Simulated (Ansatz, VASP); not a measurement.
# Two plane-wave programs on HfO2

```
Hf O
1.0
    -3.57682    0.00000    0.00000
     0.00000   -3.57682    0.00000
     0.00000   -0.71536   10.40535
Hf O
4 8
Direct
  0.50000 0.30981 0.95095
  0.50000 0.40981 0.45095
  0.00000 0.85981 0.70095
  0.00000 0.95981 0.20095
  0.00000 0.49019 0.04903
  0.00000 0.39019 0.54903
  0.50000 0.97943 0.10287
  0.50000 0.87943 0.60287
  0.50000 0.82943 0.85287
  0.50000 0.92943 0.35287
  0.00000 0.34019 0.79903
  0.00000 0.44019 0.29903
```

Alike in both runs: task single point; functional r2SCAN; k mesh 6 × 6 × 3; occupations gaussian, width 0.05 eV; no spin polarisation.

|  | VASP | Ansatz |
| --- | --- | --- |
| version | VASP 6.6.1 | Ansatz 0.2.0 |
| potentials or method | VASP PAW PBE potentials, release 64 (Hf_pv, O), cutoff 520 eV | scalar-relativistic, plane waves, PAW |
| valence electrons in the cell | 88 | 152 |

Ansatz gave:

- gap on the k mesh at the Fermi level (eV): 4.50
- least direct gap on the mesh (eV): 4.79
- pressure (GPa): 2.1
- traceless stress, the component that is largest in VASP (GPa): 5.52
- rms of the force components (eV/Å): 0.858

Q: Which values does VASP return?

A: gap on the k mesh at the Fermi level (eV): 4.47; least direct gap on the mesh (eV): 4.77; pressure (GPa): -1.4; traceless stress, the component that is largest in VASP (GPa): 5.40; rms of the force components (eV/Å): 0.853.

VASP's potentials were made for PBE, not for r2SCAN. Atom by atom the forces differ by 0.035 eV/Å (rms over components). VASP's potentials hold 88 valence electrons a cell and Ansatz's 152, so a difference there can come from the potentials and not from the codes.

Spin-orbit coupling is off throughout.
